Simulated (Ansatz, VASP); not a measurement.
One calculation of Al3N2, two programs

```
CELL_PARAMETERS angstrom
-1.40949 1.40949 6.84429
1.40949 -1.40949 6.84429
1.40949 1.40949 -6.84429
ATOMIC_POSITIONS crystal
Al 0.00000 0.00000 0.00000
Al 0.32676 0.32676 0.00000
Al 0.67324 0.67324 0.00000
N 0.17376 0.17376 0.00000
N 0.82624 0.82624 0.00000
```

Change from the starting cell: species swapped into the Nb3Au2 type (I4/mmm, No. 139).

Alike in both runs: functional PBE; k mesh 8 × 8 × 8; occupations gaussian, width 0.1 eV; no spin polarisation.

Ansatz relaxed the structure, and its values are those at the end. VASP's run is a single point on that final structure, the one shown.

|  | VASP | Ansatz |
| --- | --- | --- |
| version | VASP 6.6.1 | Ansatz 0.2.0 |
| potentials or method | VASP PAW PBE potentials, release 64 (Al, N), cutoff 520 eV | scalar-relativistic, plane waves, PAW |
| valence electrons in the cell | 19 | 19 |

```csv
,VASP,Ansatz,Ansatz less VASP
gap on the k mesh at the Fermi level (eV),none,none,-
pressure (GPa),-0.2,0.0,+0.17
```

A gap of «none» marks a metal or a gap that the smearing closes.

The k mesh is coarse, so the values compare programs but aren't converged.
